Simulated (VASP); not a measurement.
# InSe in VASP: single point with PBE+D3(BJ)

Aim: the single point of InSe with PBE+D3(BJ).

Everything below comes from runs of VASP 6.6.1. Logs are shortened: lines on timing, memory, paths and dates and some standing lists are left out, and cuts for length are marked.

### 1 The cell of the first run

The cell holds a slab with vacuum, 8 atoms: a = 4.027 Å, b = 4.027 Å, c = 28.271 Å, α = 90.00°, β = 90.00°, γ = 120.00°.

### 2 Single point, PBE+D3(BJ) (layers slid over each other, then relaxed in part)

File INCAR:

```
ALGO = Normal ; DIPOL = 0.5 0.5 0.410
EDIFF = 1E-6 ; ENCUT = 520
GGA = PE ; IDIPOL = 3
ISIF = 2 ; ISMEAR = 0
IVDW = 12 ; LASPH = True
LCHARG = False ; LDIPOL = True
LREAL = False ; LWAVE = False
NBANDS = 48 ; NELM = 100
PREC = Accurate ; SIGMA = 0.05
```

File KPOINTS:

```
k-points
0
Gamma
  9 9 1
```

File POSCAR:

```
InSe
1.0
    4.0266404825      0.0000000000      0.0000000000
   -2.0133202413      3.4871729498      0.0000000000
    0.0000000000      0.0000000000     28.2710567674
Se In
4 4
Direct
    0.0000000000      0.0000000000      0.1591733920
    0.0000000000      0.0000000000      0.3495780655
    0.2222222222      0.8888888889      0.4702496866
    0.2222222222      0.8888888889      0.6606548923
    0.6666666667      0.3333333333      0.2049779959
    0.6666666667      0.3333333333      0.3038215508
    0.8888888889      1.2222222222      0.5160100137
    0.8888888889      1.2222222222      0.6148516754
```

Potentials or basis: VASP PAW PBE potentials, release 64 (Se, In_d).

Command:

```console
> cat potpaw_PBE.64/Se/POTCAR potpaw_PBE.64/In_d/POTCAR > POTCAR
> mpirun -np 1 vasp_std > vasp.out
```

OUTCAR:

```text
EDIFF = 1E-6
   ENCUT = 520
   GGA = PE
   ISIF = 2
   ISMEAR = 0
   IVDW = 12
   LASPH = True
   LREAL = False
   NELM = 100
   PREC = Accurate
 IVDW          = 12

 ion  position               nearest neighbor table
   1  0.000  0.000  0.159-   5 2.66   5 2.66   5 2.66
   2  0.000  0.000  0.350-   6 2.66   6 2.66   6 2.66
   3  0.222  0.889  0.470-   7 2.66   7 2.66   7 2.66
   4  0.222  0.889  0.661-   8 2.66   8 2.66   8 2.66
   5  0.667  0.333  0.205-   1 2.66   1 2.66   1 2.66   6 2.79
   6  0.667  0.333  0.304-   2 2.66   2 2.66   2 2.66   5 2.79
   7  0.889  0.222  0.516-   3 2.66   3 2.66   3 2.66   8 2.79
   8  0.889  0.222  0.615-   4 2.66   4 2.66   4 2.66   7 2.79

  LATTYP: Found a hexagonal cell.
 ALAT       =     4.0266404825
 C/A-ratio  =     7.0210034619

  Lattice vectors:

 A1 = (   4.0266404825,   0.0000000000,   0.0000000000)
 A2 = (  -2.0133202413,   3.4871729498,   0.0000000000)
 A3 = (   0.0000000000,   0.0000000000,  28.2710567674)

Analysis of symmetry for initial positions (statically):
=====================================================================
 Subroutine PRICEL returns:
 Original cell was already a primitive cell.

 Routine SETGRP: Setting up the symmetry group for a
 hexagonal supercell.

 Subroutine GETGRP returns: Found  1 space group operations
 (whereof  1 operations were pure point group operations)
 out of a pool of 24 trial point group operations.

The static configuration has the point symmetry C_1 .

Analysis of symmetry for dynamics (positions and initial velocities):
=====================================================================
 Subroutine PRICEL returns:
 Original cell was already a primitive cell.

 Routine SETGRP: Setting up the symmetry group for a
 hexagonal supercell.

 Subroutine GETGRP returns: Found  1 space group operations
 (whereof  1 operations were pure point group operations)
 out of a pool of 24 trial point group operations.

The dynamic configuration has the point symmetry C_1 .

 Subroutine INISYM returns: Found  1 space group operations
 (whereof  1 operations are pure point group operations),
 and found     1 'primitive' translations

----------------------------------------------------------------------------------------

                                     Primitive cell

  volume of cell :     396.9706

  direct lattice vectors                    reciprocal lattice vectors
     4.026640483  0.000000000  0.000000000     0.248345986  0.143382622  0.000000000
    -2.013320241  3.487172950  0.000000000     0.000000000  0.286765243  0.000000000
     0.000000000  0.000000000 28.271056767     0.000000000  0.000000000  0.035371865
[... 113 lines left out ...]
   IALGO  =     38    algorithm
   IMIX   =      4    mixing-type and parameters
     AMIX     =   0.40;   BMIX     =  1.00
     AMIX_MAG =   1.60;   BMIX_MAG =  1.00
  volume/ion in A,a.u.               =      49.62       334.86
  Fermi-wavevector in a.u.,A,eV,Ry     =   0.943539  1.783030 12.112805  0.890266
  Thomas-Fermi vector in A             =   2.071256
   LORBIT       =      0    0 simple, 1 ext, 2 COOP (PROOUT), +10 PAW based schemes
   GGA     = PE    functional components
   LHFCALC =     F    Hartree Fock is set to
   AEXX    =    0.0000 exact exchange contribution
   IVDW    =    12    specifies the selected vdW correction
   LEPSILON=     F    determine dielectric tensor
   LRPA    =     F    only Hartree local field effects (RPA)
 non-spin polarized calculation
 Gauss-broadening in eV      SIGMA  =   0.05
  energy-cutoff  :      520.00
  volume of cell :      396.97
 maximum number of plane-waves:     10749
 NGX is ok and might be reduce to    30
   NGX = 15   NGY = 15   NGZ =105

 dipolmoment           0.000000      0.000000      0.000162 electrons x Angstroem

 number of electron      76.0000000 magnetization

 dipolmoment           0.000000      0.000000     -0.000058 electrons x Angstroem

 Free energy of the ion-electron system (eV)
  ---------------------------------------------------
  ext. energy  EPLUGINS =         0.00000000
  ---------------------------------------------------
  free energy    TOTEN  =       -28.36855504 eV

  energy without entropy =      -28.36855504  energy(sigma->0) =      -28.36855504

 E-fermi :   0.0884     XC(G=0):  -5.6710

 val. band max:       -0.1853016938   @ k =   0.0000   0.1111   0.0000
 cond. band min:       0.9381504186   @ k =   0.0000   0.0000   0.0000
 fundamental gap:      1.1234521124
 Fermi energy:         0.0883720634

 k-point     1 :       0.0000    0.0000    0.0000
  band No.  band energies     occupation
      1     -14.5174      2.00000
      2     -14.5165      2.00000
      3     -14.3345      2.00000
      4     -14.3339      2.00000
      5     -14.3337      2.00000
      6     -14.3327      2.00000
[... 1213 lines left out ...]
     47       4.4799      0.00000
     48       4.5763      0.00000

 [... further k-points ...]

------------------------ aborting loop because EDIFF is reached ----------------------------------------

 vacuum level on the upper side and lower side of the slab       (xc-potential included)        -0.157        -0.156

 Edisp (eV)   -2.00798

 E8    (eV) :    -0.9412

  FORCE on cell =-STRESS in cart. coord.  units (eV):
  Direction    XX          YY          ZZ          XY          YZ          ZX
  --------------------------------------------------------------------------------------
  -------------------------------------------------------------------------------------
  Total       0.04500    -0.04573     0.02051    -0.03158    -0.08224     0.22958
  in kB       0.18160    -0.18457     0.08277    -0.12747    -0.33193     0.92659
  external pressure =        0.03 kB  Pullay stress =        0.00 kB

 VOLUME and BASIS-vectors are now :
 -----------------------------------------------------------------------------
  energy-cutoff  :      520.00
  volume of cell :      396.97
      direct lattice vectors                 reciprocal lattice vectors
     4.026640483  0.000000000  0.000000000     0.248345986  0.143382622  0.000000000
    -2.013320241  3.487172950  0.000000000     0.000000000  0.286765243  0.000000000
     0.000000000  0.000000000 28.271056767     0.000000000  0.000000000  0.035371865

 POSITION                                       TOTAL-FORCE (eV/Angst)
 -----------------------------------------------------------------------------------
      0.00000      0.00000      4.50000        -0.001590      0.000876     -0.014503
      0.00000      0.00000      9.88294        -0.059278      0.023627      0.014779
     -0.89481      3.09971     13.29446         0.055116     -0.017483     -0.014950
     -0.89481      3.09971     18.67741         0.000983     -0.000101      0.014556
      2.01332      1.16239      5.79494        -0.004461      0.002176      0.013363
      2.01332      1.16239      8.58936         0.007662     -0.006063     -0.014333
      3.13183      0.77493     14.58815        -0.001786     -0.002523      0.014179
      3.13183      0.77493     17.38251         0.003354     -0.000508     -0.013091
 -----------------------------------------------------------------------------------
    total drift:                                0.000207     -0.000057      0.000373

  FREE ENERGIE OF THE ION-ELECTRON SYSTEM (eV)
  ---------------------------------------------------
  free  energy   TOTEN  =       -30.3765376335 eV

  energy  without entropy=      -30.3765376335  energy(sigma->0) =      -30.37653763

 vacuum level on the upper side and lower side of the slab         5.383         5.384
```

stdout:

```text
POSCAR found type information on POSCAR SeIn
 POSCAR found :  2 types and       8 ions
 scaLAPACK will be used
 LDA part: xc-table for (Slater+PW92), standard interpolation
 POSCAR, INCAR and KPOINTS ok, starting setup
 FFT: planning ... GRIDC
 FFT: planning ... GRID_SOFT
 FFT: planning ... GRID
 WAVECAR not read
 entering main loop
```

Wall time 16 min (1 thread of Intel Xeon Platinum 8488C (Sapphire Rapids), shared host); peak memory 0.82 GiB.

What came out:

```yaml
Free_energy: -30.3765 eV
Largest_force: 0.066 eV/Å
Band_gap_on_the_k_mesh: 1.12 eV (least direct gap 1.17 eV)
Dispersion_energy_per_atom: -0.251 eV
```

Forces on the atoms (eV/Å):
```
Se  -0.002  0.001 -0.015
Se  -0.059  0.024  0.015
Se   0.055 -0.017 -0.015
Se   0.001  0.000  0.015
In  -0.004  0.002  0.013
In   0.008 -0.006 -0.014
In  -0.002 -0.003  0.014
In   0.003 -0.001 -0.013
```

Levels at points of the mesh, in eV from the valence-band top:
```csv
k point,band 35,band 36,band 37,band 38,band 39,band 40,band 41,band 42
"(0.00, 0.00, 0.00)",-0.70,-0.69,-0.68,-0.05,1.12,1.65,2.48,2.57
```

Caveat: the cell differs from its parent crystal (layers slid over each other, then relaxed in part); spin-orbit coupling is left out, which moves the levels of the heavy elements.
